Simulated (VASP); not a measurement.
Runs of VASP 6.6.1 on ZnO. The structure is that of space group P6_3mc (No. 186), or close to it. The cells are those of the table. 

```csv
cell,gap on the mesh (eV),pressure (GPa),largest force (eV/Å)
"a = 3.411, b = 3.411, c = 4.870 Å, angles 90.0, 90.0, 120.0°, 4 atoms",(b),(c),1.58
"a = 3.542, b = 3.542, c = 5.293 Å, angles 90.0, 90.0, 120.0°, 4 atoms",(a),-12.9,0.27
"a = 3.542, b = 3.542, c = 4.870 Å, angles 90.0, 90.0, 120.0°, 4 atoms",0.64,-2.6,1.66
"a = 3.411, b = 3.411, c = 5.081 Å, angles 90.0, 90.0, 120.0°, 4 atoms",0.68,-2.6,0.69
"a = 3.411, b = 3.411, c = 5.293 Å, angles 90.0, 90.0, 120.0°, 4 atoms",0.63,-7.6,0.21
```

Alike in all rows: task single point; level PBE; potentials or basis VASP PAW PBE potentials, release 64 (Zn, O); no spin polarisation; k mesh 12 × 12 × 6; cutoff (eV) 520; smearing gaussian 0.05 eV.

Q: Fill in the values left out.

A: (a) 0.49; (b) 0.74; (c) 4.7.

Caveats: semilocal functionals underestimate gaps, and a narrow one can read as zero; forces of over 1 eV/Å act on the atoms, so gaps and moduli don't describe the material at rest (at least some runs); the stress differs along the axes, from -5 to 25 GPa (at least some runs); the stress differs along the axes, from -16 to -7 GPa (at least some runs); the stress differs along the axes, from -13 to 18 GPa (at least some runs); the stress differs along the axes, from -8 to 8 GPa (at least some runs); the stress differs along the axes, from -10 to -3 GPa (at least some runs).

